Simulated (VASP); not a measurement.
# TiAl3 (I4/mmm) in VASP: a series of runs

TiAl3 is run at these levels: PBEsol; tasks: single point.

Program: VASP 6.6.1. These are calculated values, not measurements. Logs are shortened: lines on timing, memory, paths and dates and some standing lists are left out, and cuts for length are marked.

## (1) The cell of the first run

Symmetry: I4/mmm, No. 139, tetragonal system. The conventional cell has a = 3.930 Å, b = 3.930 Å, c = 8.400 Å, α = 90.00°, β = 90.00°, γ = 90.00°. Ti (site symmetry 4/mmm) has 12 Al at 2.78 to 2.88 Å within 3.7 Å. Al (site symmetry 4/mmm) has 4 Ti at 2.78 Å and 8 Al at 2.88 Å within 3.7 Å. Within 3.7 Å of Al (site symmetry -4m2) lie 8 Al at 2.78 to 2.88 Å and 4 Ti at 2.88 Å.

## (2) Single point, PBEsol (biaxial strain in the a-b plane: +3.0 %)

The input, INCAR:

```
PREC = Accurate ; ENCUT = 520
EDIFF = 1E-6 ; ISMEAR = 0
SIGMA = 0.1 ; LREAL = False
LASPH = True ; NELM = 80
ALGO = Fast ; ISIF = 2
LWAVE = False ; LCHARG = True
GGA = PS ; LELF = True
LVHAR = True ; NBANDS = 31
```

The input, KPOINTS:

```
Automatic mesh
0
Gamma
  10 10 4
```

The input, POSCAR:

```
TiAl3
1.0
    3.9300145913      0.0000000000      0.0000000000
    0.0000000000      3.9300145913      0.0000000000
    0.0000000000      0.0000000000      8.4000217287
Ti Al
2 6
Direct
    0.0000000000      0.0000000000      0.0000000000
    0.5000000000      0.5000000000      0.5000000000
    0.5000000000      0.5000000000      0.0000000000
    0.0000000000      0.5000000000      0.2500000000
    0.5000000000      0.0000000000      0.2500000000
    0.0000000000      0.0000000000      0.5000000000
    0.5000000000      0.0000000000      0.7500000000
    0.0000000000      0.5000000000      0.7500000000
```

Potentials or basis: VASP PAW PBE potentials, release 64 (Ti_sv, Al).

The run is started by

```sh
$ cat potpaw_PBE.64/Ti_sv/POTCAR potpaw_PBE.64/Al/POTCAR > POTCAR
$ mpirun -np 1 vasp_std > vasp.out
```

OUTCAR:

```text
PREC = Accurate
   ENCUT = 520
   EDIFF = 1E-6
   ISMEAR = 0
   LREAL = False
   LASPH = True
   NELM = 80
   ISIF = 2
   GGA = PS

 ion  position               nearest neighbor table
   1  0.000  0.000  0.000-   3 2.78   3 2.78   3 2.78   3 2.78   8 2.88   4 2.88   4 2.88   8 2.88
                             5 2.88   5 2.88   7 2.88   7 2.88
   2  0.500  0.500  0.500-   6 2.78   6 2.78   6 2.78   6 2.78   8 2.88   5 2.88   5 2.88   7 2.88
                             4 2.88   4 2.88   8 2.88   7 2.88
   3  0.500  0.500  0.000-   1 2.78   1 2.78   1 2.78   1 2.78   8 2.88   4 2.88   5 2.88   7 2.88
                             5 2.88   4 2.88   8 2.88   7 2.88
   4  0.000  0.500  0.250-   5 2.78   5 2.78   5 2.78   5 2.78   6 2.88   1 2.88   2 2.88   6 2.88
                             2 2.88   3 2.88   3 2.88   1 2.88
   5  0.500  0.000  0.250-   4 2.78   4 2.78   4 2.78   4 2.78   6 2.88   2 2.88   3 2.88   2 2.88
                             1 2.88   3 2.88   6 2.88   1 2.88
   6  0.000  0.000  0.500-   2 2.78   2 2.78   2 2.78   2 2.78   8 2.88   4 2.88   4 2.88   8 2.88
                             5 2.88   5 2.88   7 2.88   7 2.88
   7  0.500  0.000  0.750-   8 2.78   8 2.78   8 2.78   8 2.78   1 2.88   2 2.88   3 2.88   2 2.88
                             1 2.88   6 2.88   3 2.88   6 2.88
   8  0.000  0.500  0.750-   7 2.78   7 2.78   7 2.78   7 2.78   1 2.88   1 2.88   6 2.88   2 2.88
                             2 2.88   3 2.88   3 2.88   6 2.88

  LATTYP: Found a simple tetragonal cell.
 ALAT       =     3.9300145913
 C/A-ratio  =     2.1374021733

  Lattice vectors:

 A1 = (   3.9300145913,   0.0000000000,   0.0000000000)
 A2 = (   0.0000000000,   3.9300145913,   0.0000000000)
 A3 = (   0.0000000000,   0.0000000000,   8.4000217287)

Analysis of symmetry for initial positions (statically):
=====================================================================
 Subroutine PRICEL returns following result:

  LATTYP: Found a body centered tetragonal cell.
 ALAT       =     3.9300145913
 C/A-ratio  =     2.1374021733

  Lattice vectors:

 A1 = (   1.9650072957,  -1.9650072956,  -4.2000108644)
 A2 = (  -1.9650072957,   1.9650072957,  -4.2000108643)
 A3 = (   1.9650072957,   1.9650072956,   4.2000108643)

   2 primitive cells build up your supercell.

 Routine SETGRP: Setting up the symmetry group for a
 simple tetragonal supercell.

 Subroutine GETGRP returns: Found 16 space group operations
 (whereof 16 operations were pure point group operations)
 out of a pool of 16 trial point group operations.

The static configuration has the point symmetry D_4h.

Analysis of symmetry for dynamics (positions and initial velocities):
=====================================================================
 Subroutine PRICEL returns following result:

  LATTYP: Found a body centered tetragonal cell.
 ALAT       =     3.9300145913
 C/A-ratio  =     2.1374021733

  Lattice vectors:

 A1 = (   1.9650072957,  -1.9650072956,  -4.2000108644)
 A2 = (  -1.9650072957,   1.9650072957,  -4.2000108643)
 A3 = (   1.9650072957,   1.9650072956,   4.2000108643)

   2 primitive cells build up your supercell.

 Routine SETGRP: Setting up the symmetry group for a
 simple tetragonal supercell.

 Subroutine GETGRP returns: Found 16 space group operations
 (whereof 16 operations were pure point group operations)
 out of a pool of 16 trial point group operations.

The dynamic configuration has the point symmetry D_4h.

 Subroutine INISYM returns: Found 16 space group operations
 (whereof 16 operations are pure point group operations),
 and found     2 'primitive' translations

----------------------------------------------------------------------------------------

                                     Primitive cell

  volume of cell :      64.8692

  direct lattice vectors                    reciprocal lattice vectors
     1.965007296 -1.965007296 -4.200010864     0.254451981  0.000000000 -0.119047311
    -1.965007296  1.965007296 -4.200010864    -0.000000000  0.254451981 -0.119047311
     1.965007296  1.965007296  4.200010864     0.254451981  0.254451981  0.000000000

  length of vectors
     5.036129328  5.036129328  5.036129328     0.280923607  0.280923607  0.359849443

  position of ions in fractional coordinates (direct lattice)
     0.000000000  0.000000000  0.000000000
     0.500000000  0.500000000  0.000000000
     0.750000000  0.250000000  0.500000000
     0.250000000  0.750000000  0.500000000

  ion indices of the primitive-cell ions
   primitive index   ion index
                 1           1
                 2           6
                 3           4
                 4           5

----------------------------------------------------------------------------------------

 KPOINTS: Automatic mesh

Automatic generation of k-mesh.
 Grid dimensions read from file:
 generate k-points for:   10   10    4

 Generating k-lattice:

  Cartesian coordinates                     Fractional coordinates (reciprocal lattice)
     0.025445198  0.000000000  0.000000000     0.100000000  0.000000000  0.000000000
     0.000000000  0.025445198  0.000000000     0.000000000  0.100000000  0.000000000
     0.000000000  0.000000000  0.029761828     0.000000000  0.000000000  0.250000000

  Length of vectors
     0.025445198  0.025445198  0.029761828

  Shift w.r.t. Gamma in fractional coordinates (k-lattice)
     0.000000000  0.000000000  0.000000000

 Subroutine IBZKPT returns following result:
 ===========================================

 Found     63 irreducible k-points:

 Following reciprocal coordinates:
            Coordinates               Weight
  0.000000  0.000000  0.000000      1.000000
  0.100000  0.000000  0.000000      4.000000
  0.200000  0.000000  0.000000      4.000000
  0.300000  0.000000  0.000000      4.000000
  0.400000  0.000000  0.000000      4.000000
  0.500000  0.000000  0.000000      2.000000
[... 16 lines left out ...]
  0.100000  0.000000  0.250000      8.000000
  0.200000  0.000000  0.250000      8.000000
 [... further k-points ...]
   k-points           NKPTS =     63   k-points in BZ     NKDIM =     63   number of bands    NBANDS=     31
   number of dos      NEDOS =    301   number of ions     NIONS =      8
   total plane-waves  NPLWV =  57600
   dimension x,y,z NGX =    30 NGY =   30 NGZ =   64
   dimension x,y,z NGXF=    60 NGYF=   60 NGZF=  128
   ions per type =               2   6
   NGX,Y,Z   is equivalent  to a cutoff of  12.69, 12.69, 12.67 a.u.
   NGXF,Y,Z  is equivalent  to a cutoff of  25.38, 25.38, 25.33 a.u.
 SYSTEM =  unknown system
   PREC   = accura    normal or accurate (medium, high low for compatibility)
   ISTART =      0    job   : 0-new  1-cont  2-samecut
   ICHARG =      2    charge: 1-file 2-atom 10-const
   ISPIN  =      1    spin polarized calculation?
   LNONCOLLINEAR =      F non collinear calculations
   LSORBIT =      F    spin-orbit coupling
   LASPH  =      T    aspherical Exc in radial PAW
   ENCUT  =  520.0 eV  38.22 Ry    6.18 a.u.   7.31  7.31 15.62*2*pi/ulx,y,z
   NELM   =     80;   NELMIN=  2; NELMDL= -5     # of ELM steps
   EDIFF  = 0.1E-05   stopping-criterion for ELM
   LREAL  =      F    real-space projection
   EDIFFG = 0.1E-04   stopping-criterion for IOM
   NSW    =      0    number of steps for IOM
   IBRION =     -1    ionic relax: 0-MD 1-quasi-New 2-CG
   NFREE  =      0    steps in history (QN), initial steepest desc. (CG)
   ISIF   =      2    stress and relaxation
   ISYM   =      2    0-nonsym 1-usesym 2-fastsym
   POTIM  = 0.5000    time-step for ionic-motion
   TEBEG  =    0.0;   TEEND  =   0.0 temperature during run
   PSTRESS=    0.0 pullay stress
   NELECT =      42.0000    total number of electrons
   NUPDOWN=      -1.0000    fix difference up-down
   EMIN   =  10.00;   EMAX   =-10.00  energy-range for DOS
   EFERMI =   0.00;   METHOD = LEGACY
   ISMEAR =     0;   SIGMA  =   0.10  broadening in eV -4-tet -1-fermi 0-gaus
   EFERMI_NEDOS =   21; number of points for ismear=-14 and -15
   IALGO  =     68    algorithm
   IMIX   =      4    mixing-type and parameters
     AMIX     =   0.40;   BMIX     =  1.00
     AMIX_MAG =   1.60;   BMIX_MAG =  1.00
  volume/ion in A,a.u.               =      16.22       109.44
  Fermi-wavevector in a.u.,A,eV,Ry     =   1.124092  2.124225 17.192074  1.263582
  Thomas-Fermi vector in A             =   2.260761
   LORBIT       =      0    0 simple, 1 ext, 2 COOP (PROOUT), +10 PAW based schemes
   GGA     = PS    functional components
   LHFCALC =     F    Hartree Fock is set to
   AEXX    =    0.0000 exact exchange contribution
   IVDW    =     0    specifies the selected vdW correction
   LEPSILON=     F    determine dielectric tensor
   LRPA    =     F    only Hartree local field effects (RPA)
 non-spin polarized calculation
 RMM-DIIS sequential band-by-band and
 Gauss-broadening in eV      SIGMA  =   0.10
  energy-cutoff  :      520.00
  volume of cell :      129.74
 maximum number of plane-waves:      3519
 NGX is ok and might be reduce to    30
   NGX = 15   NGY = 15   NGZ = 31

 number of electron      41.9999990 magnetization

 Free energy of the ion-electron system (eV)
  ---------------------------------------------------
  ext. energy  EPLUGINS =         0.00000000
  ---------------------------------------------------
  free energy    TOTEN  =       -44.29062539 eV

  energy without entropy =      -44.26639051  energy(sigma->0) =      -44.27850795

 E-fermi :   7.9293     XC(G=0): -10.7306

 val. band max:        7.9210192775   @ k =   0.5000   0.1000   0.2500
 cond. band min:       7.9422307525   @ k =   0.0000   0.0000   0.5000
 fundamental gap:      0.0212114750
 Fermi energy:         7.9293142537

 k-point     1 :       0.0000    0.0000    0.0000
  band No.  band energies     occupation
      1     -48.3920      2.00000
      2     -48.3919      2.00000
      3     -24.8097      2.00000
      4     -24.8097      2.00000
      5     -24.8093      2.00000
      6     -24.8093      2.00000
[... 23 lines left out ...]
     30      11.6961      0.00000
     31      11.7043      0.00000
[... 751 lines left out ...]
      1     -48.3917      2.00000
      2     -48.3917      2.00000
      3     -24.8166      2.00000
      4     -24.8164      2.00000
      5     -24.8091      2.00000
      6     -24.8089      2.00000
[... 23 lines left out ...]
     30      11.6079      0.00000
     31      12.0374      0.00000

 [... further k-points ...]

------------------------ aborting loop because EDIFF is reached ----------------------------------------

  FORCE on cell =-STRESS in cart. coord.  units (eV):
  Direction    XX          YY          ZZ          XY          YZ          ZX
  --------------------------------------------------------------------------------------
  -------------------------------------------------------------------------------------
  Total       -5.4144931     -5.4144931      0.8629173      0.0000000      0.0000000     -0.0000000
  in kB      -66.8651237    -66.8651237     10.6564125      0.0000000      0.0000000     -0.0000000
  external PRESSURE =     -41.0246116 kB  Pullay stress =       0.0000000 kB

 VOLUME and BASIS-vectors are now :
 -----------------------------------------------------------------------------
  energy-cutoff  :      520.00
  volume of cell :      129.74
      direct lattice vectors                 reciprocal lattice vectors
     3.930014591  0.000000000  0.000000000     0.254451981  0.000000000  0.000000000
     0.000000000  3.930014591  0.000000000     0.000000000  0.254451981  0.000000000
     0.000000000  0.000000000  8.400021729     0.000000000  0.000000000  0.119047311

 POSITION                                       TOTAL-FORCE (eV/Angst)
 -----------------------------------------------------------------------------------
      0.00000      0.00000      0.00000         0.000000      0.000000     -0.000000
      1.96501      1.96501      4.20001         0.000000      0.000000      0.000000
      1.96501      1.96501      0.00000        -0.000000     -0.000000     -0.000000
      0.00000      1.96501      2.10001        -0.000000     -0.000000     -0.000000
      1.96501      0.00000      2.10001         0.000000      0.000000     -0.000000
      0.00000      0.00000      4.20001         0.000000     -0.000000     -0.000000
      1.96501      0.00000      6.30002         0.000000     -0.000000     -0.000000
      0.00000      1.96501      6.30002         0.000000     -0.000000     -0.000000
 -----------------------------------------------------------------------------------
    total drift:                                0.000000      0.000000      0.000000

  FREE ENERGIE OF THE ION-ELECTRON SYSTEM (eV)
  ---------------------------------------------------
  free  energy   TOTEN  =       -44.2906253875 eV

  energy  without entropy=      -44.2663905148  energy(sigma->0) =      -44.27850795
```

Wall time 5.7 min (1 thread of Intel Xeon 6975P-C (Granite Rapids), shared host); peak memory 0.36 GiB.

Results:

- Free energy: -44.2906 eV
- Pressure: -4.1 GPa
- Band gap on the k mesh: zero (bands 21 and 22 overlap by 1.96 eV)

Levels at points of the mesh, in eV from the Fermi level:
```
           k point  band 17  band 18  band 19  band 20  band 21  band 22  band 23  band 24  band 25  band 26
(0.00, 0.00, 0.00)    -1.34    -1.17    -1.17    -0.23     0.65     0.65     0.74     0.89     1.46     1.47
(0.50, 0.00, 0.00)    -0.87    -0.87    -0.75    -0.75     0.08     0.08     1.60     1.60     2.23     2.23
(0.50, 0.50, 0.00)    -2.76    -2.76    -2.08    -2.08    -0.84    -0.84     1.56     1.56     1.73     1.73
(0.00, 0.00, 0.50)    -1.27    -1.27     0.01     0.01     0.82     0.82     1.04     1.04     1.04     1.04
(0.50, 0.00, 0.50)    -1.17    -1.17    -0.14    -0.14     0.41     0.41     1.60     1.60     1.82     1.82
(0.50, 0.50, 0.50)    -1.77    -1.77    -1.77    -1.77    -0.92    -0.92     0.94     0.94     1.60     1.60
```

Caveat: the cell differs from its parent crystal (biaxial strain in the a-b plane: +3.0 %); the cell stands under tension; the PAW data sets were made with another functional, which shifts forces and pressure a little.

## (3) Single point, PBEsol (biaxial strain in the a-b plane: +3.0 %, then relaxed in part)

The input, INCAR:

```
PREC     = Accurate       # precision mode
ENCUT    = 520            # plane-wave cutoff, eV
EDIFF    = 1E-6           # SCF threshold, eV
ISMEAR   = 0              # smearing method
SIGMA    = 0.1            # smearing width, eV
LREAL    = False          # projectors in reciprocal space
LASPH    = True           # aspherical terms in the spheres
NELM     = 100            # most SCF steps
ALGO     = Fast           # electronic algorithm
ISIF     = 2              # what is computed and relaxed
LWAVE    = False          # write WAVECAR
LCHARG   = False          # write CHGCAR
GGA      = PS             # functional
NBANDS   = 31             # bands
```

The input, KPOINTS:

```
regular mesh
0
Gamma
  10 10 4
```

POSCAR: that of step 2 with these lines changed.

```diff
@@ -4,3 +4,3 @@
     0.0000000000      3.9300145913      0.0000000000
-    0.0000000000      0.0000000000      8.4000217287
+    0.0000000000      0.0000000000      8.4422139061
 Ti Al
```

Potentials or basis: VASP PAW PBE potentials, release 64 (Ti_sv, Al).

The run is started by

```sh
$ cat potpaw_PBE.64/Ti_sv/POTCAR potpaw_PBE.64/Al/POTCAR > POTCAR
$ mpirun -np 1 vasp_std > vasp.out
```

Run time: 15 min. Hardware: 1 thread of Intel Xeon Platinum 8259CL at 2.50GHz (Skylake/Cascade Lake), shared host; peak memory 0.37 GiB.

The run converged. Its results:

```yaml
Free_energy: -44.2930 eV
Pressure: -4.6 GPa
Band_gap_on_the_k_mesh: zero (bands 21 and 22 overlap by 1.96 eV)
```

Stress tensor (GPa, compression positive):
```
-6.91  0.00  0.00
 0.00 -6.91  0.00
 0.00  0.00  0.06
```

Levels at points of the mesh, in eV from the Fermi level:
```tsv
k point	band 17	band 18	band 19	band 20	band 21	band 22	band 23	band 24	band 25	band 26
(0.00, 0.00, 0.00)	-1.32	-1.14	-1.14	-0.22	0.66	0.66	0.75	0.89	1.48	1.48
(0.50, 0.00, 0.00)	-0.88	-0.88	-0.77	-0.77	0.10	0.10	1.60	1.60	2.24	2.24
(0.50, 0.50, 0.00)	-2.74	-2.74	-2.09	-2.09	-0.85	-0.85	1.57	1.57	1.74	1.74
(0.00, 0.00, 0.50)	-1.24	-1.24	-0.01	-0.01	0.82	0.82	1.05	1.05	1.05	1.05
(0.50, 0.00, 0.50)	-1.14	-1.14	-0.14	-0.14	0.42	0.42	1.60	1.60	1.84	1.84
(0.50, 0.50, 0.50)	-1.76	-1.76	-1.76	-1.76	-0.94	-0.94	0.93	0.93	1.60	1.60
```

Caveat: the cell differs from its parent crystal (biaxial strain in the a-b plane: +3.0 %, then relaxed in part); the cell stands under tension; the PAW data sets were made with another functional, which shifts forces and pressure a little.

[end of part 1 of 2]
